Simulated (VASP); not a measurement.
La3AlN, 5 atoms in the cell. It takes space group Pm-3m (No. 221, cubic). The conventional cell has a = 5.098 Å, b = 5.098 Å, c = 5.098 Å, α = 90.00°, β = 90.00°, γ = 90.00°. La (site symmetry 4/mmm) has 2 N at 2.55 Å within 3.4 Å. Within 4.7 Å of Al (site symmetry m-3m) lie 12 La at 3.60 Å and 8 N at 4.41 Å. N (site symmetry m-3m) has 6 La at 2.55 Å within 3.4 Å. 

```yaml
Program: VASP 6.6.1
Task: single point
Functional: LDA
Potentials_or_basis: VASP PAW LDA potentials, release 64 (La, Al, N)
Cutoff: 520 eV
k_mesh: 5 × 5 × 5
Occupations: gaussian, width 0.1 eV
Spin: no spin polarisation
Dipole_correction: no
Further_INCAR_settings: ALGO = Normal; EDIFF = 1e-07; NBANDS = 28
```

Potentials or basis: VASP PAW LDA potentials, release 64 (La, Al, N).

Command:

```console
$ cat potpaw_LDA.64/La/POTCAR potpaw_LDA.64/Al/POTCAR potpaw_LDA.64/N/POTCAR > POTCAR
$ mpirun -np 1 vasp_std > vasp.out
```

Hardware: 1 thread of Intel Xeon 8259CL, on a shared host.

Problem. How long does it take, and how much memory?

Solution. Wall time 84 s on 1 thread of Intel Xeon 8259CL, on a shared host, peak memory 0.22 GiB. Counts: scf iterations 15, k points 10.
